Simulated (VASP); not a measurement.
## MoW2: single point with PBE

The system is MoW2.

```
CELL_PARAMETERS angstrom
4.62085 0.00000 0.00000
-2.31042 4.00177 0.00000
0.00000 0.00000 2.68394
ATOMIC_POSITIONS crystal
Mo 0.00000 0.00000 0.00000
W 0.33333 0.66667 0.50000
W 0.66667 0.33333 0.50000
```

```yaml
Program: VASP 6.6.1
Task: single point
Functional: PBE
Potentials_or_basis: VASP PAW PBE potentials, release 64 (Mo_sv, W_sv)
Cutoff: 520 eV
k_mesh: 6 × 6 × 4
Occupations: gaussian, width 0.1 eV
Spin: no spin polarisation
Dipole_correction: no
Further_INCAR_settings: ALGO = Fast; EDIFF = 1e-06; NBANDS = 28
```

* Pressure: 0.5 GPa
* Band gap on the k mesh: zero (band 21 reaches 11.25 eV, above the bottom of band 22 at 10.48 eV)

Levels at points of the mesh, in eV from the Fermi level:
```csv
k point,band 19,band 20,band 21,band 22,band 23,band 24
"(0.00, 0.00, 0.00)",-2.00,-1.59,-0.08,-0.08,1.43,1.43
"(0.50, 0.00, 0.00)",-1.83,-1.52,0.41,0.92,1.63,2.08
"(0.00, 0.00, 0.50)",-0.55,-0.55,0.28,0.28,2.81,2.81
"(0.50, 0.00, 0.50)",-1.49,-0.32,-0.06,0.44,1.39,2.80
```

Wall time 15 s on 1 thread of Intel(R) Xeon(R) Platinum 8559C (Emerald Rapids), on a shared host, peak memory 0.17 GiB.

Caveat: the k points lie up to 0.59 Å⁻¹ apart; spin-orbit coupling is left out, which moves the levels of the heavy elements.
